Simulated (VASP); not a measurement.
# Al8N7 (P1) in VASP: further runs, part 2 of 2

VASP 6.6.1. Earlier steps stand in the parts before.

**3. Relaxation of cell and atoms, PBE**

This run uses another cell than the first one, of 11.35 Å³/atom, 1.003 times its volume.

Contents of INCAR:

```
SYSTEM = Al8N7
ALGO     = Normal         ! electronic algorithm
EDIFF    = 1E-6           ! SCF threshold, eV
EDIFFG   = -0.04          ! ionic threshold
ENCUT    = 600            ! plane-wave cutoff, eV
GGA      = PE             ! functional
IBRION   = 2              ! ionic algorithm
ISIF     = 3              ! what is computed and relaxed
ISMEAR   = 0              ! smearing method
ISYM     = 0            
LASPH    = .True.         ! aspherical terms in the spheres
LCHARG   = .False.        ! write CHGCAR
LREAL    = Auto         
LWAVE    = .False.        ! write WAVECAR
NELM     = 100            ! most SCF steps
NSW      = 70             ! ionic steps
PREC     = Accurate       ! precision mode
SIGMA    = 0.1            ! smearing width, eV
```

Contents of KPOINTS:

```
k-points
0
Gamma
  3 3 3
  0 0 0
```

Contents of POSCAR:

```
Al8N7
1.0
    3.1302337030      0.0000000000     -5.0180132442
    3.1302337030      0.0000000000      5.0180132442
   -3.1302337030     -5.4217238131      0.0000000000
Al N
8 7
Direct
    0.3327462227      0.3281580293      0.1645782796
    0.8418524493      0.8377030355      0.1690196395
    0.3331308416      0.3380319938      0.6694108458
    0.8362210361      0.8348935312      0.6668189222
    0.9147507565      0.4165014083      0.3392280562
    0.4265669450      0.9200838217      0.3435351342
    0.9164355074      0.4100172604      0.8248139944
    0.4164172885      0.9132775322      0.8317969751
    0.6481495393      0.0274096180      0.1681751511
    0.1492537853      0.5265274376      0.1664897046
    0.6483640059      0.0255199983      0.6682825896
    0.1442081400      0.5174054890      0.6692582176
    0.7255599542      0.6079849081      0.3370229424
    0.2263580775      0.1072929260      0.3347441236
    0.7220662976      0.6071900914      0.8346890418
```

Potentials or basis: VASP PAW PBE potentials, release 64 (Al, N).

Started as:

```bash
$ cat potpaw_PBE.64/Al/POTCAR potpaw_PBE.64/N/POTCAR > POTCAR
$ mpirun -np 1 vasp_std > vasp.out
```

OUTCAR:

```text
SYSTEM = Al8N7
   EDIFF = 1E-6
   EDIFFG = -0.04
   ENCUT = 600
   GGA = PE
   IBRION = 2
   ISIF = 3
   ISMEAR = 0
   ISYM = 0
   LASPH = .True.
   LREAL = Auto
   NELM = 100
   NSW = 70
   PREC = Accurate

 ion  position               nearest neighbor table
   1  0.333  0.328  0.165-  14 1.90  13 1.91  10 1.92   5 3.07   8 3.08   2 3.09   7 3.11   4 3.11
                             6 3.11   6 3.12   3 3.12   5 3.14   3 3.14   4 3.15   2 3.17
   2  0.842  0.838  0.169-  14 1.86  15 1.90   9 1.92  13 1.93   1 3.09   5 3.09   6 3.10   5 3.10
                             6 3.11   8 3.11   3 3.12   4 3.13   4 3.13   7 3.14   3 3.14   1 3.17
   3  0.333  0.338  0.669-  12 1.85  15 1.88  14 1.92   7 3.03   8 3.05   5 3.07   6 3.12   1 3.12
                             2 3.12   7 3.12   4 3.12   8 3.12   4 3.14   2 3.14   1 3.14
   4  0.836  0.835  0.667-  13 1.88  11 1.90  15 1.92   6 3.04   7 3.05   5 3.06   8 3.09   8 3.09
                             7 3.10   1 3.11   3 3.12   2 3.13   2 3.13   3 3.14   1 3.15
   5  0.915  0.417  0.339-   9 1.88  12 1.90  13 1.91  10 1.97   7 3.05   4 3.06   3 3.07   1 3.07
[... 325 lines left out ...]
 number of electron      59.0000002 magnetization

------------------------ aborting loop because EDIFF is reached ----------------------------------------
[... 93 lines left out ...]
--------------------------------------- Ionic step       10  -------------------------------------------

 number of electron      59.0000002 magnetization

 Free energy of the ion-electron system (eV)
  ---------------------------------------------------
  ext. energy  EPLUGINS =         0.00000000
  ---------------------------------------------------
  free energy    TOTEN  =      -105.17348052 eV

  energy without entropy =     -105.14113696  energy(sigma->0) =     -105.15730874

 E-fermi :   9.0231     XC(G=0): -10.6829

 val. band max:        8.9838483187   @ k =   0.3333   0.0000   0.3333
 cond. band min:       9.0716765497   @ k =   0.3333   0.3333   0.3333
 fundamental gap:      0.0878282310
 Fermi energy:         9.0230511336

 k-point     1 :       0.0000    0.0000    0.0000
  band No.  band energies     occupation
      1      -9.2185      2.00000
      2      -7.4832      2.00000
      3      -7.2408      2.00000
      4      -7.1852      2.00000
      5      -7.1224      2.00000
      6      -7.1093      2.00000
[... 591 lines left out ...]
  FREE ENERGIE OF THE ION-ELECTRON SYSTEM (eV)
  ---------------------------------------------------
  free  energy   TOTEN  =      -105.1734805197 eV

  energy  without entropy=     -105.1411369551  energy(sigma->0) =     -105.15730874

 reached required accuracy - stopping structural energy minimisation
```

Wall time 12 min (1 thread of Intel Xeon Platinum 8375C at 2.90GHz (Ice Lake), shared host); peak memory 0.37 GiB.

Results:

```yaml
Free_energy: -105.1735 eV
Relaxed_volume: 11.30 Å³/atom
Relaxed_cell: a = 5.892 Å, b = 5.895 Å, c = 6.269 Å, α = 105.35°, β = 105.21°, γ = 116.13°
Space_group_after_relaxing_to_0.05_Å: Cm (No. 8)
Energy_gained_by_relaxing: 14.9 meV/atom
Ionic_steps: 10
Pressure_after_relaxing: 0.0 GPa
Largest_force_after_relaxing: 0.023 eV/Å
```

Forces on the atoms (eV/Å):
```
Al  -0.003 -0.007 -0.013
Al  -0.005  0.014 -0.003
Al   0.002  0.001  0.007
Al   0.005  0.010  0.012
Al   0.005 -0.001 -0.009
Al  -0.002 -0.010 -0.007
Al   0.010  0.008  0.010
Al   0.002 -0.014  0.003
N    0.000 -0.006 -0.013
N   -0.003  0.003  0.000
N   -0.003  0.005  0.014
N   -0.004 -0.009  0.009
N    0.010 -0.004 -0.005
N   -0.020  0.007 -0.009
N    0.005  0.003  0.006
```

Step by step:
| step | energy change (eV) | largest force (eV/Å) | pressure (GPa) | volume (Å³) |
| --- | --- | --- | --- | --- |
| 1 | 0.0000 | 1.5784 | 0.17 | 170.32 |
| 2 | -0.1878 | 0.5314 | -0.87 | 170.61 |
| 3 | -0.2029 | 0.3185 | -0.76 | 170.55 |
| 4 | -0.2185 | 0.1307 | 0.35 | 169.30 |
| 5 | -0.2185 | 0.1312 | 0.30 | 169.34 |
| 6 | -0.2217 | 0.0575 | -0.10 | 169.63 |
| 7 | -0.2217 | 0.0661 | -0.16 | 169.67 |
| 8 | -0.2230 | 0.0561 | 0.01 | 169.49 |
| 9 | -0.2232 | 0.0654 | 0.12 | 169.38 |
| 10 | -0.2238 | 0.0229 | 0.01 | 169.49 |

Final structure:
```
Al N
1.0
     3.11603   -0.00198   -5.00068
     3.11845    0.00520    5.00218
    -3.12009   -5.43734   -0.00462
Al N
8 7
Direct
  0.33486 0.33071 0.16492
  0.83535 0.83391 0.16816
  0.33060 0.32563 0.66776
  0.84352 0.83809 0.66836
  0.91935 0.41821 0.33539
  0.41821 0.91684 0.33545
  0.92059 0.41656 0.83664
  0.41722 0.91870 0.83521
  0.64399 0.02482 0.16802
  0.14523 0.52379 0.16825
  0.64545 0.02532 0.66879
  0.14374 0.52406 0.66856
  0.72734 0.60677 0.33361
  0.22819 0.10744 0.33369
  0.72845 0.60716 0.83505
```

Caveat: the k points lie up to 0.44 Å⁻¹ apart in the final cell.
